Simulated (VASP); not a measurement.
Wanted: the native input for a VASP 6.6.1 run.

| Quantity | Value |
| --- | --- |
| Task | single point |
| Functional | PBEsol |
| Potentials or basis | VASP PAW PBE potentials, release 64 (Si) |
| Cutoff | 520 eV |
| k mesh | 2 × 2 × 2 |
| Occupations | gaussian, width 0.02 eV |
| Spin | no spin polarisation |
| Dipole correction | no |
| Further INCAR settings | LREAL = Auto; ALGO = Normal; EDIFF = 1e-06; NBANDS = 48 |

The structure of Si (a cell with a defect) lies in POSCAR:

```
Si
1.0
    0.0000000000      5.4300000000      5.4300000000
    5.4300000000      0.0000000000      5.4300000000
    5.4300000000      5.4300000000      0.0000000000
Si
17
Direct
    0.0027109576      0.0025853591     -0.0066098527
    0.1288348066      0.1287791897      0.1212777164
    0.0027235727      0.0025292818      0.5014981584
    0.1255724678      0.1252634438      0.6246448435
   -0.0012837937      0.5012681400      0.0001856354
    0.1281098527      0.6224277164      0.1219179558
    0.0022289134      0.4940057090      0.5020132597
    0.1282138122      0.6223254144      0.6278305709
    0.5013776243     -0.0012741252      0.0001000921
    0.6225766114      0.1280158379      0.1218933702
    0.4943127993      0.0020336096      0.5019282689
    0.6225347145      0.1280656538      0.6277422652
    0.5007062615      0.5005558011      0.0001981584
    0.6251440147      0.6251237569      0.1249285451
    0.5008090239      0.5006103131      0.4986265193
    0.6222870166      0.6221247698      0.6278800184
    0.8757481584      0.8754105893      0.3745739411
```

These files were run (other wordings do the same):

INCAR

```
PREC = Accurate
ENCUT = 520
EDIFF = 1E-6
ISMEAR = 0
SIGMA = 0.02
LREAL = Auto
LASPH = True
NELM = 60
ALGO = Normal
ISIF = 2
LWAVE = False
LCHARG = False
GGA = PS
NBANDS = 48
```

KPOINTS

```
regular mesh
0
Gamma
  2 2 2
```

Potentials or basis: VASP PAW PBE potentials, release 64 (Si).

Launch:

```console
$ cat potpaw_PBE.64/Si/POTCAR > POTCAR
$ mpirun -np 1 vasp_std > vasp.out
```

Results of the run:

```
Pressure               : 3.5 GPa
Largest force          : 0.018 eV/Å
Band gap on the k mesh : zero (band 34 reaches 6.81 eV, above the bottom of band 35 at 6.56 eV)
```

Caveat: the k points lie up to 0.50 Å⁻¹ apart; the PAW data sets were made with another functional, which shifts forces and pressure a little.

It took 7.5 min on 1 thread of Intel(R) Xeon(R) Platinum 8488C (Sapphire Rapids), on a shared host, peak memory 0.46 GiB.
